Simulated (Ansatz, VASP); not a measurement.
## Os in VASP and in Ansatz

INCAR

```
PREC     = Accurate       # precision mode
ENCUT    = 520            # plane-wave cutoff, eV
EDIFF    = 1E-8           # SCF threshold, eV
ISMEAR   = -1             # smearing method
SIGMA    = 0.08           # smearing width, eV
LREAL    = False          # projectors in reciprocal space
LASPH    = True           # aspherical terms in the spheres
NELM     = 60             # most SCF steps
ALGO     = Normal         # electronic algorithm
ISIF     = 2              # what is computed and relaxed
LWAVE    = False          # write WAVECAR
LCHARG   = False          # write CHGCAR
GGA      = PS             # functional
LEFG     = True         
NBANDS   = 15             # bands
```

Contents of KPOINTS:

```
regular mesh
0
Gamma
  17 17 10
```

The input POSCAR:

```
Os
1.0
    2.6971481488      0.0000000000      0.0000000000
   -1.3485740745      2.3357988147      0.0000000000
    0.0000000000      0.0000000000      4.2613185190
Os
2
Direct
    0.3333333333      0.6666666667      0.2500000000
    0.6666666667      0.3333333333      0.7500000000
```

Input for Ansatz:

```yaml
crystal:
  lattice:
    - [2.6971481488, 0.0, 0.0]
    - [-1.3485740745, 2.3357988147, 0.0]
    - [0.0, 0.0, 4.261318519]
  atoms:
    - { symbol: Os, position: [0.3333333333, 0.6666666667, 0.25] }
    - { symbol: Os, position: [0.6666666667, 0.3333333333, 0.75] }
kpoints:
  mp_grid: { grid: [17, 17, 10] }
scf:
  occupations: { method: fermi_dirac, width: 0.08 }
hamiltonian:
  xc: pbesol
  pseudopotentials: { kind: paw }
output:
  forces: true
  stress: true
  eigenvalues: true
  efg: { contact_densities: true }
  write_density: true
  write_potential: true
  elf: true
  volumetric_format: npy
```

Change from the starting cell: volume scaled by 0.96, PAW files.

Alike in both runs: task electric field gradients; functional PBEsol; k mesh 17 × 17 × 10; occupations fermi-dirac, width 0.08 eV; no spin polarisation.

```csv
,VASP,Ansatz
version,VASP 6.6.1,Ansatz 0.2.0
potentials or method,"VASP PAW PBE potentials, release 64 (Os)","PAW with Ansatz's default frozen-core files, scalar-relativistic"
plane-wave cutoff (eV),520,420
valence electrons in the cell,16,32
```

```csv
,VASP,Ansatz,Ansatz less VASP
pressure (GPa),17.2,16.2,-1.00
"traceless stress, the component that is largest in VASP (GPa)",0.41,0.47,+0.064
size of Vzz on the site where it differs most (V/Å²),86.2,64.9,-21.36
```

VASP's potentials were made for PBE, not for PBEsol. With one functional, cell and mesh, what is left measures potentials, basis and numerics. VASP's potentials hold 16 valence electrons a cell and Ansatz's 32, so a difference there can come from the potentials and not from the codes.

Spin-orbit coupling is off throughout.
